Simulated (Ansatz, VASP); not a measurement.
## AlN in VASP and in Ansatz

File INCAR:

```
PREC = Accurate ; ENCUT = 520
EDIFF = 1E-7 ; ISMEAR = -1
SIGMA = 0.02 ; LREAL = False
LASPH = True ; NELM = 80
ALGO = Normal ; ISIF = 2
LWAVE = False ; LCHARG = False
GGA = CA ; NBANDS = 11
```

File KPOINTS:

```
regular mesh
0
Gamma
  10 10 10
```

Contents of POSCAR:

```
AlN
1.0
    0.0000000000      1.9780000000      1.9977800000
    1.9780000000      0.0000000000      1.9977800000
    1.9780000000      1.9780000000      0.0000000000
Al N
1 1
Direct
    0.0000000000      0.0000000000      0.0000000000
    0.5000000000      0.5000000000      0.5000000000
```

Input for Ansatz:

```yaml
crystal:
  lattice:
    - [0.0, 1.978, 1.99778]
    - [1.978, 0.0, 1.99778]
    - [1.978, 1.978, 0.0]
  atoms:
    - { symbol: Al, position: [0.0, 0.0, 0.0] }
    - { symbol: "N", position: [0.5, 0.5, 0.5] }
kpoints:
  mp_grid: { grid: [10, 10, 10] }
  band_path:
    path:
      - [0.0, 0.0, 0.0]
      - [0.0, 0.5, 0.5]
      - [0.25, 0.75, 0.5]
      - [0.0, 0.5, 0.0]
      - [0.0, 0.0, 0.0]
      - [0.5, 0.5, 0.0]
      - [0.3725370062, 0.6274629938, 0.0]
      - [-0.3725370062, 0.3725370062, 0.0]
      - [0.0, 0.0, 0.0]
    npoints: 5
scf:
  occupations: { method: fermi_dirac, width: 0.02 }
hamiltonian:
  xc: lda
  pseudopotentials: { kind: all_electron, lapw: { basis_error: 0.001 } }
output:
  forces: true
  stress: true
  eigenvalues: true
```

Change from the starting cell: zz strain of +1 %.

Alike in both runs: task single point; functional LDA; k mesh 10 × 10 × 10; occupations fermi-dirac, width 0.02 eV; no spin polarisation.

```csv
,VASP,Ansatz
version,VASP 6.6.1,Ansatz 0.2.0
potentials or method,"VASP PAW LDA potentials, release 64 (Al, N), cutoff 520 eV","all-electron LAPW, scalar-relativistic"
```

```csv
,VASP,Ansatz,Ansatz less VASP
gap on the k mesh at the Fermi level (eV),4.93,4.92,-0.007
pressure (GPa),10.1,9.3,-0.73
"traceless stress, the component that is largest in VASP (GPa)",-2.48,-2.42,+0.054
```

LDA's correlation is that of Perdew and Zunger in VASP and of Perdew and Wang (1992) in Ansatz. Ansatz ran all-electron here, and VASP with PAW potentials.
